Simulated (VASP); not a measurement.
# InSb (rocksalt type) (Fm-3m) in VASP: further runs

Runs on InSb (rocksalt type). Level: PBE. Tasks: single point, relaxation of cell and atoms.

Program: VASP 6.6.1. These are calculated values, not measurements. Logs are shortened: lines on timing, memory, paths and dates and some standing lists are left out, and cuts for length are marked.

## (1) The cell of the first run

It takes space group Fm-3m (No. 225, cubic). Conventional cell: a = 5.244 Å, b = 5.244 Å, c = 5.244 Å, α = 90.00°, β = 90.00°, γ = 90.00°. In (site symmetry m-3m) has 6 Sb at 2.62 Å within 3.5 Å. Within 3.5 Å of Sb (site symmetry m-3m) lie 6 In at 2.62 Å.

## (2) Single point, PBE

Contents of INCAR:

```
SYSTEM = InSb
  PREC = Accurate
  ENCUT = 520
  EDIFF = 1E-7
  ISMEAR = -1
  SIGMA = 0.1
  LREAL = .FALSE.
  LASPH = .TRUE.
  NELM = 100
  ALGO = Normal
  ISIF = 2
  LWAVE = .FALSE.
  LCHARG = .FALSE.
  GGA = PE
  NBANDS = 16
```

Contents of KPOINTS:

```
regular mesh
0
G
  13 13 13
  0 0 0
```

Contents of POSCAR:

```
InSb
1.0
    0.0000000000      2.6222445087      2.6222445087
    2.6222445087      0.0000000000      2.6222445087
    2.6222445087      2.6222445087      0.0000000000
In Sb
1 1
Direct
    0.0000000000      0.0000000000      0.0000000000
    0.5000000000      0.5000000000      0.5000000000
```

Potentials or basis: VASP PAW PBE potentials, release 64 (In_d, Sb).

Command:

```
cat potpaw_PBE.64/In_d/POTCAR potpaw_PBE.64/Sb/POTCAR > POTCAR
mpirun -np 1 vasp_std > vasp.out
```

OUTCAR:

```text
SYSTEM = InSb
   PREC = Accurate
   ENCUT = 520
   EDIFF = 1E-7
   ISMEAR = -1
   LREAL = .FALSE.
   LASPH = .TRUE.
   NELM = 100
   ISIF = 2
   GGA = PE

 ion  position               nearest neighbor table
   1  0.000  0.000  0.000-   2 2.62   2 2.62   2 2.62   2 2.62   2 2.62   2 2.62
   2  0.500  0.500  0.500-   1 2.62   1 2.62   1 2.62   1 2.62   1 2.62   1 2.62

  LATTYP: Found a face centered cubic cell.
 ALAT       =     5.2444890174

  Lattice vectors:

 A1 = (   0.0000000000,   2.6222445087,   2.6222445087)
 A2 = (   2.6222445087,   0.0000000000,   2.6222445087)
 A3 = (   2.6222445087,   2.6222445087,   0.0000000000)

Analysis of symmetry for initial positions (statically):
=====================================================================
 Subroutine PRICEL returns:
 Original cell was already a primitive cell.

 Routine SETGRP: Setting up the symmetry group for a
 face centered cubic supercell.

 Subroutine GETGRP returns: Found 48 space group operations
 (whereof 48 operations were pure point group operations)
 out of a pool of 48 trial point group operations.

The static configuration has the point symmetry O_h .

Analysis of symmetry for dynamics (positions and initial velocities):
=====================================================================
 Subroutine PRICEL returns:
 Original cell was already a primitive cell.

 Routine SETGRP: Setting up the symmetry group for a
 face centered cubic supercell.

 Subroutine GETGRP returns: Found 48 space group operations
 (whereof 48 operations were pure point group operations)
 out of a pool of 48 trial point group operations.

The dynamic configuration has the point symmetry O_h .

 Subroutine INISYM returns: Found 48 space group operations
 (whereof 48 operations are pure point group operations),
 and found     1 'primitive' translations

----------------------------------------------------------------------------------------

                                     Primitive cell

  volume of cell :      36.0620

  direct lattice vectors                    reciprocal lattice vectors
     0.000000000  2.622244509  2.622244509    -0.190676346  0.190676346  0.190676346
     2.622244509  0.000000000  2.622244509     0.190676346 -0.190676346  0.190676346
     2.622244509  2.622244509  0.000000000     0.190676346  0.190676346 -0.190676346

  length of vectors
     3.708413748  3.708413748  3.708413748     0.330261118  0.330261118  0.330261118

  position of ions in fractional coordinates (direct lattice)
     0.000000000  0.000000000  0.000000000
     0.500000000  0.500000000  0.500000000

  ion indices of the primitive-cell ions
   primitive index   ion index
                 1           1
                 2           2

----------------------------------------------------------------------------------------

 KPOINTS: regular mesh

Automatic generation of k-mesh.
 Grid dimensions read from file:
 generate k-points for:   13   13   13

 Generating k-lattice:

  Cartesian coordinates                     Fractional coordinates (reciprocal lattice)
    -0.014667411  0.014667411  0.014667411     0.076923077  0.000000000  0.000000000
     0.014667411 -0.014667411  0.014667411     0.000000000  0.076923077  0.000000000
     0.014667411  0.014667411 -0.014667411     0.000000000  0.000000000  0.076923077

  Length of vectors
     0.025404701  0.025404701  0.025404701

  Shift w.r.t. Gamma in fractional coordinates (k-lattice)
     0.000000000  0.000000000  0.000000000

 Subroutine IBZKPT returns following result:
 ===========================================

 Found     84 irreducible k-points:

 Following reciprocal coordinates:
            Coordinates               Weight
  0.000000  0.000000  0.000000      1.000000
  0.076923  0.000000  0.000000      8.000000
  0.153846  0.000000  0.000000      8.000000
  0.230769  0.000000  0.000000      8.000000
  0.307692  0.000000  0.000000      8.000000
  0.384615  0.000000  0.000000      8.000000
[... 16 lines left out ...]
  0.384615  0.153846  0.000000     24.000000
  0.461538  0.153846  0.000000     24.000000
 [... further k-points ...]
   k-points           NKPTS =     84   k-points in BZ     NKDIM =     84   number of bands    NBANDS=     16
   number of dos      NEDOS =    301   number of ions     NIONS =      2
   total plane-waves  NPLWV =  21952
   dimension x,y,z NGX =    28 NGY =   28 NGZ =   28
   dimension x,y,z NGXF=    56 NGYF=   56 NGZF=   56
   ions per type =               1   1
   NGX,Y,Z   is equivalent  to a cutoff of  12.55, 12.55, 12.55 a.u.
   NGXF,Y,Z  is equivalent  to a cutoff of  25.10, 25.10, 25.10 a.u.
 SYSTEM =  InSb
   PREC   = accura    normal or accurate (medium, high low for compatibility)
   ISTART =      0    job   : 0-new  1-cont  2-samecut
   ICHARG =      2    charge: 1-file 2-atom 10-const
   ISPIN  =      1    spin polarized calculation?
   LNONCOLLINEAR =      F non collinear calculations
   LSORBIT =      F    spin-orbit coupling
   LASPH  =      T    aspherical Exc in radial PAW
   ENCUT  =  520.0 eV  38.22 Ry    6.18 a.u.   6.90  6.90  6.90*2*pi/ulx,y,z
   NELM   =    100;   NELMIN=  2; NELMDL= -5     # of ELM steps
   EDIFF  = 0.1E-06   stopping-criterion for ELM
   LREAL  =      F    real-space projection
   EDIFFG = 0.1E-05   stopping-criterion for IOM
   NSW    =      0    number of steps for IOM
   IBRION =     -1    ionic relax: 0-MD 1-quasi-New 2-CG
   NFREE  =      0    steps in history (QN), initial steepest desc. (CG)
   ISIF   =      2    stress and relaxation
   ISYM   =      2    0-nonsym 1-usesym 2-fastsym
   POTIM  = 0.5000    time-step for ionic-motion
   TEBEG  =    0.0;   TEEND  =   0.0 temperature during run
   PSTRESS=    0.0 pullay stress
   NELECT =      18.0000    total number of electrons
   NUPDOWN=      -1.0000    fix difference up-down
   EMIN   =  10.00;   EMAX   =-10.00  energy-range for DOS
   EFERMI =   0.00;   METHOD = LEGACY
   ISMEAR =    -1;   SIGMA  =   0.10  broadening in eV -4-tet -1-fermi 0-gaus
   EFERMI_NEDOS =   21; number of points for ismear=-14 and -15
   IALGO  =     38    algorithm
   IMIX   =      4    mixing-type and parameters
     AMIX     =   0.40;   BMIX     =  1.00
     AMIX_MAG =   1.60;   BMIX_MAG =  1.00
  volume/ion in A,a.u.               =      18.03       121.68
  Fermi-wavevector in a.u.,A,eV,Ry     =   1.298621  2.454038 22.945096  1.686417
  Thomas-Fermi vector in A             =   2.429938
   LORBIT       =      0    0 simple, 1 ext, 2 COOP (PROOUT), +10 PAW based schemes
   GGA     = PE    functional components
   LHFCALC =     F    Hartree Fock is set to
   AEXX    =    0.0000 exact exchange contribution
   IVDW    =     0    specifies the selected vdW correction
   LEPSILON=     F    determine dielectric tensor
   LRPA    =     F    only Hartree local field effects (RPA)
 non-spin polarized calculation
  energy-cutoff  :      520.00
  volume of cell :       36.06
 maximum number of plane-waves:       982
   NGX = 13   NGY = 13   NGZ = 13

 number of electron      17.9999998 magnetization

 Free energy of the ion-electron system (eV)
  ---------------------------------------------------
  ext. energy  EPLUGINS =         0.00000000
  ---------------------------------------------------
  free energy    TOTEN  =        -3.50542775 eV

  energy without entropy =       -3.47881221  energy(sigma->0) =       -3.49211998

 E-fermi :  13.8077     XC(G=0): -12.0055

 val. band max:       13.7632801597   @ k =   0.2308   0.1538   0.0769
 cond. band min:      13.8211794141   @ k =  -0.1538   0.2308   0.0769
 fundamental gap:      0.0578992544
 Fermi energy:        13.8076553119

 k-point     1 :       0.0000    0.0000    0.0000
  band No.  band energies     occupation
      1      -1.9728      2.00000
      2      -1.9728      2.00000
      3      -1.9258      2.00000
      4      -1.9258      2.00000
      5      -1.9258      2.00000
      6      -1.4383      2.00000
[... 8 lines left out ...]
     15      21.2905      0.00000
     16      21.2905      0.00000

 k-point     2 :       0.0769    0.0000    0.0000
  band No.  band energies     occupation
      1      -1.9834      2.00000
      2      -1.9834      2.00000
      3      -1.9291      2.00000
      4      -1.9202      2.00000
      5      -1.9202      2.00000
      6      -1.3353      2.00000
[... 8 lines left out ...]
     15      20.8617      0.00000
     16      20.8617      0.00000

 k-point     3 :       0.1538    0.0000    0.0000
  band No.  band energies     occupation
      1      -2.0156      2.00000
      2      -2.0156      2.00000
      3      -1.9418      2.00000
      4      -1.9013      2.00000
      5      -1.9013      2.00000
      6      -1.0237      2.00000
[... 8 lines left out ...]
     15      21.0178      0.00000
     16      21.0178      0.00000

 k-point     4 :       0.2308    0.0000    0.0000
  band No.  band energies     occupation
      1      -2.0626      2.00000
      2      -2.0626      2.00000
      3      -1.9630      2.00000
      4      -1.8725      2.00000
      5      -1.8725      2.00000
      6      -0.5052      2.00000
[... 8 lines left out ...]
     15      21.7724      0.00000
     16      21.7724      0.00000
[... 324 lines left out ...]
 k-point    22 :       0.3077    0.1538    0.0000
  band No.  band energies     occupation
      1      -2.2529      2.00000
      2      -2.0031      2.00000
      3      -1.9678      2.00000
      4      -1.8686      2.00000
      5      -1.8306      2.00000
      6       0.1651      2.00000
[... 8 lines left out ...]
     15      24.0129      0.00000
     16      24.4761      0.00000

 k-point    23 :       0.3846    0.1538    0.0000
  band No.  band energies     occupation
      1      -2.2889      2.00000
      2      -2.0507      2.00000
      3      -1.9750      2.00000
      4      -1.8574      2.00000
      5      -1.8020      2.00000
      6       0.9510      2.00000
[... 8 lines left out ...]
     15      25.0707      0.00000
     16      26.0253      0.00000

 k-point    24 :       0.4615    0.1538    0.0000
  band No.  band energies     occupation
      1      -2.3000      2.00000
      2      -2.0980      2.00000
      3      -1.9807      2.00000
      4      -1.8455      2.00000
      5      -1.7867      2.00000
      6       1.8618      2.00000
[... 8 lines left out ...]
     15      25.9811      0.00000
     16      27.1938      0.00000

 [... further k-points ...]

------------------------ aborting loop because EDIFF is reached ----------------------------------------

  FORCE on cell =-STRESS in cart. coord.  units (eV):
  Direction    XX          YY          ZZ          XY          YZ          ZX
  --------------------------------------------------------------------------------------
  -------------------------------------------------------------------------------------
  Total       16.4868515     16.4868515     16.4868515     -0.0000000     -0.0000000     -0.0000000
  in kB      732.4850403    732.4850403    732.4850403     -0.0000000     -0.0000000     -0.0000000
  external PRESSURE =     732.4850403 kB  Pullay stress =       0.0000000 kB

 VOLUME and BASIS-vectors are now :
 -----------------------------------------------------------------------------
  energy-cutoff  :      520.00
  volume of cell :       36.06
      direct lattice vectors                 reciprocal lattice vectors
     0.000000000  2.622244509  2.622244509    -0.190676346  0.190676346  0.190676346
     2.622244509  0.000000000  2.622244509     0.190676346 -0.190676346  0.190676346
     2.622244509  2.622244509  0.000000000     0.190676346  0.190676346 -0.190676346

 POSITION                                       TOTAL-FORCE (eV/Angst)
 -----------------------------------------------------------------------------------
      0.00000      0.00000      0.00000         0.000000      0.000000      0.000000
      2.62224      2.62224      2.62224        -0.000000      0.000000     -0.000000
 -----------------------------------------------------------------------------------
    total drift:                               -0.000000      0.000000      0.000000

  FREE ENERGIE OF THE ION-ELECTRON SYSTEM (eV)
  ---------------------------------------------------
  free  energy   TOTEN  =        -3.5054277480 eV

  energy  without entropy=       -3.4788122147  energy(sigma->0) =       -3.49211998
```

It took 23 s on 1 thread of Intel Xeon 6975P-C (Granite Rapids), shared host; peak memory 0.19 GiB.

Results:

| Quantity | Value |
| --- | --- |
| Free energy | -3.5054 eV |
| Pressure | 73.2 GPa |
| Band gap on the k mesh | zero (band 9 reaches 14.76 eV, above the bottom of band 10 at 11.00 eV) |

Caveat: spin-orbit coupling is left out, which moves the levels of the heavy elements.

[end of part 1 of 3]
